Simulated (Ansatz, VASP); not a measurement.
## Two plane-wave programs on MoN2

```
CELL_PARAMETERS angstrom
4.28771 0.00000 0.00000
0.00000 4.28771 0.00000
0.00000 0.00000 2.72934
ATOMIC_POSITIONS crystal
Mo 0.50000 0.50000 0.00000
Mo 0.00000 0.00000 0.00000
N 0.88733 0.38733 0.50000
N 0.11267 0.61267 0.50000
N 0.38733 0.11267 0.50000
N 0.61267 0.88733 0.50000
```

Alike in both runs: functional PBEsol; k mesh 6 × 6 × 8; occupations gaussian, width 0.1 eV; no spin polarisation.

Ansatz relaxed the structure, and its values are those at the end. VASP's run is a single point on that final structure, the one shown.

|  | VASP | Ansatz |
| --- | --- | --- |
| version | VASP 6.6.1 | Ansatz 0.2.0 |
| potentials or method | VASP PAW PBE potentials, release 64 (Mo_sv, N), cutoff 520 eV | scalar-relativistic, plane waves, PAW |
| valence electrons in the cell | 48 | 48 |

VASP gave:

- gap on the k mesh at the Fermi level (eV): none
- pressure (GPa): 0.5
- rms of the force components (eV/Å): 0.058

Problem. Which values does Ansatz return?

Solution. gap on the k mesh at the Fermi level (eV): none; pressure (GPa): -0.2; rms of the force components (eV/Å): 0.001.

VASP's potentials were made for PBE, not for PBEsol. A gap of «none» marks a metal or a gap that the smearing closes. The functional is the same, so the differences come from potentials, cutoffs and numerics.
